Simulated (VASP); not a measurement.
# Pt (Im-3m) in VASP: further runs, part 2 of 2

VASP 6.6.1.

## Step 3: Single point, LDA

This run uses another cell than the first one, of 14.94 Å³/atom, 1.087 times its volume.

Input file INCAR:

```
SYSTEM = Pt
PREC     = Accurate       ! precision mode
ENCUT    = 520            ! plane-wave cutoff, eV
EDIFF    = 1E-6           ! SCF threshold, eV
ISMEAR   = -1             ! smearing method
SIGMA    = 0.1            ! smearing width, eV
LREAL    = .FALSE.        ! projectors in reciprocal space
LASPH    = .TRUE.         ! aspherical terms in the spheres
NELM     = 60             ! most SCF steps
ALGO     = Normal         ! electronic algorithm
ISIF     = 2              ! what is computed and relaxed
LWAVE    = .FALSE.        ! write WAVECAR
LCHARG   = .FALSE.        ! write CHGCAR
NBANDS   = 11             ! bands
```

Input file KPOINTS:

```
Automatic mesh
0
G
  16 16 16
  0 0 0
```

Input file POSCAR:

```
Pt
1.0
   -1.5514802714      1.5514802714      1.5514802714
    1.5514802714     -1.5514802714      1.5514802714
    1.5514802714      1.5514802714     -1.5514802714
Pt
1
Direct
    0.0000000000      0.0000000000      0.0000000000
```

Potentials or basis: VASP PAW LDA potentials, release 64 (Pt).

Run with:

```
cat potpaw_LDA.64/Pt/POTCAR > POTCAR
mpirun -np 1 vasp_std > vasp.out
```

Run time: 6.7 s. Hardware: 1 thread of Intel Xeon 6975P-C (Granite Rapids), shared host; peak memory 0.13 GiB.

Results (log left out):

```yaml
Free_energy: -7.3989 eV
Pressure: 0.8 GPa
Band_gap_on_the_k_mesh: zero (band 5 reaches 12.25 eV, above the bottom of band 6 at 9.87 eV)
```

Levels at points of the mesh, in eV from the Fermi level:
| k point | band 2 | band 3 | band 4 | band 5 | band 6 | band 7 | band 8 | band 9 |
| --- | --- | --- | --- | --- | --- | --- | --- | --- |
| (0.00, 0.00, 0.00) | -3.84 | -3.84 | -3.84 | -1.09 | -1.09 | 17.01 | 17.01 | 17.01 |
| (0.50, 0.00, 0.00) | -5.40 | -1.29 | -0.72 | 0.06 | 1.15 | 6.76 | 13.21 | 16.23 |
| (0.50, 0.50, 0.50) | -6.67 | 0.57 | 0.57 | 0.57 | 7.74 | 7.74 | 7.74 | 13.56 |

Caveat: spin-orbit coupling is left out, which moves the levels of the heavy elements.

## Step 4: Single point, LDA (volume scaled by 1.08)

Input file INCAR:

```
  ALGO = Normal
  EDIFF = 1E-7
  ENCUT = 520
  ISIF = 2
  ISMEAR = -1
  LASPH = True
  LCHARG = True
  LELF = True
  LREAL = False
  LVHAR = True
  LWAVE = False
  NBANDS = 11
  NELM = 80
  PREC = Accurate
  SIGMA = 0.1
```

Input file KPOINTS:

```
k-points
0
Gamma
  16 16 16
```

Input file POSCAR:

```
Pt
1.0
   -1.5917963675      1.5917963675      1.5917963675
    1.5917963675     -1.5917963675      1.5917963675
    1.5917963675      1.5917963675     -1.5917963675
Pt
1
Direct
    0.0000000000      0.0000000000      0.0000000000
```

Potentials or basis: VASP PAW LDA potentials, release 64 (Pt).

Run with:

```
cat potpaw_LDA.64/Pt/POTCAR > POTCAR
mpirun -np 1 vasp_std > vasp.out
```

OUTCAR:

```text
EDIFF = 1E-7
   ENCUT = 520
   ISIF = 2
   ISMEAR = -1
   LASPH = True
   LREAL = False
   NELM = 80
   PREC = Accurate

 ion  position               nearest neighbor table
   1  0.000  0.000  0.000-

  LATTYP: Found a body centered cubic cell.
 ALAT       =     3.1835927350

  Lattice vectors:

 A1 = (  -1.5917963675,   1.5917963675,   1.5917963675)
 A2 = (   1.5917963675,  -1.5917963675,   1.5917963675)
 A3 = (   1.5917963675,   1.5917963675,  -1.5917963675)

[... 505 lines left out ...]
      1       3.9633      2.00000
      2       5.3910      2.00000
      3       6.0945      2.00000
      4       8.2874      2.00000
      5       9.0862      1.99573
      6      10.9855      0.00001
      7      19.7877      0.00000
      8      22.8714      0.00000
      9      25.9537      0.00000
     10      30.4754      0.00000
     11      34.4737      0.00000

 [... further k-points ...]
[... 5 lines left out ...]
  --------------------------------------------------------------------------------------
  -------------------------------------------------------------------------------------
  Total       -1.7995004     -1.7995004     -1.7995004     -0.0000000      0.0000000     -0.0000000
  in kB     -178.7063622   -178.7063622   -178.7063622     -0.0000000      0.0000000     -0.0000000
  external PRESSURE =    -178.7063622 kB  Pullay stress =       0.0000000 kB

 VOLUME and BASIS-vectors are now :
 -----------------------------------------------------------------------------
  energy-cutoff  :      520.00
  volume of cell :       16.13
      direct lattice vectors                 reciprocal lattice vectors
    -1.591796367  1.591796367  1.591796367     0.000000000  0.314110530  0.314110530
     1.591796367 -1.591796367  1.591796367     0.314110530  0.000000000  0.314110530
     1.591796367  1.591796367 -1.591796367     0.314110530  0.314110530  0.000000000

 POSITION                                       TOTAL-FORCE (eV/Angst)
 -----------------------------------------------------------------------------------
      0.00000      0.00000      0.00000        -0.000000     -0.000000      0.000000
 -----------------------------------------------------------------------------------
    total drift:                               -0.000000      0.000000     -0.000000

  FREE ENERGIE OF THE ION-ELECTRON SYSTEM (eV)
  ---------------------------------------------------
  free  energy   TOTEN  =        -7.3301557905 eV

  energy  without entropy=       -7.2888299136  energy(sigma->0) =       -7.30949285
```

OSZICAR:

```text
N       E                     dE             d eps       ncg     rms          rms(c)
DAV:   1     0.379811177368E+02    0.37981E+02   -0.52648E+03  3270   0.837E+02
DAV:   2    -0.714577177540E+01   -0.45127E+02   -0.43347E+02  3640   0.174E+02
DAV:   3    -0.775420339157E+01   -0.60843E+00   -0.60514E+00  3734   0.192E+01
DAV:   4    -0.775653822495E+01   -0.23348E-02   -0.23347E-02  3693   0.142E+00
DAV:   5    -0.775655712264E+01   -0.18898E-04   -0.18897E-04  3723   0.118E-01    0.106E+01
DAV:   6    -0.736605675340E+01    0.39050E+00   -0.10073E+00  3415   0.758E+00    0.542E+00
DAV:   7    -0.733408538666E+01    0.31971E-01   -0.10132E-01  3670   0.232E+00    0.240E+00
DAV:   8    -0.733029818199E+01    0.37872E-02   -0.34902E-03  3460   0.564E-01    0.480E-01
DAV:   9    -0.733015319174E+01    0.14499E-03   -0.94191E-05  3604   0.924E-02    0.990E-03
DAV:  10    -0.733015575762E+01   -0.25659E-05   -0.14577E-06  3779   0.823E-03    0.230E-03
DAV:  11    -0.733015579045E+01   -0.32831E-07   -0.43903E-08  2961   0.188E-03
   1 F= -.73301558E+01 E0= -.73094929E+01  d E =-.413259E-01
```

stdout:

```text
POSCAR found type information on POSCAR Pt
 POSCAR found :  1 types and       1 ions
 scaLAPACK will be used
 LDA part: xc-table for (Slater(with rela. corr.)+CA(PZ))
 , standard interpolation
 POSCAR, INCAR and KPOINTS ok, starting setup
 FFT: planning ... GRIDC
 FFT: planning ... GRID_SOFT
 FFT: planning ... GRID
 WAVECAR not read
 entering main loop
```

Wall time 7.4 s (1 thread of Intel Xeon 6975P-C (Granite Rapids), shared host); peak memory 0.15 GiB.

Results:

| Quantity | Value |
| --- | --- |
| Free energy | -7.3302 eV |
| Pressure | -17.9 GPa |
| Band gap on the k mesh | zero (band 5 reaches 10.66 eV, above the bottom of band 6 at 8.61 eV) |

Caveat: the cell differs from its parent crystal (volume scaled by 1.08); spin-orbit coupling is left out, which moves the levels of the heavy elements.

## Step 5: Summary

| cell | gap on the mesh (eV) | pressure (GPa) |
| --- | --- | --- |
| a = 2.614 Å, angles 109.5°, 1 atom | none | 31.7 |
| a = 2.687 Å, angles 109.5°, 1 atom | none | 0.8 |
| a = 2.757 Å, angles 109.5°, 1 atom | none | -17.9 |

Alike in all rows: task single point; level LDA; potentials or basis VASP PAW LDA potentials, release 64 (Pt); no spin polarisation; k mesh 16 × 16 × 16; cutoff (eV) 520; smearing fermi-dirac 0.1 eV.

Caveats: spin-orbit coupling is left out, which moves the levels of the heavy elements.

Total energies depend on the potentials used, so only differences within one code and one set of settings carry meaning.
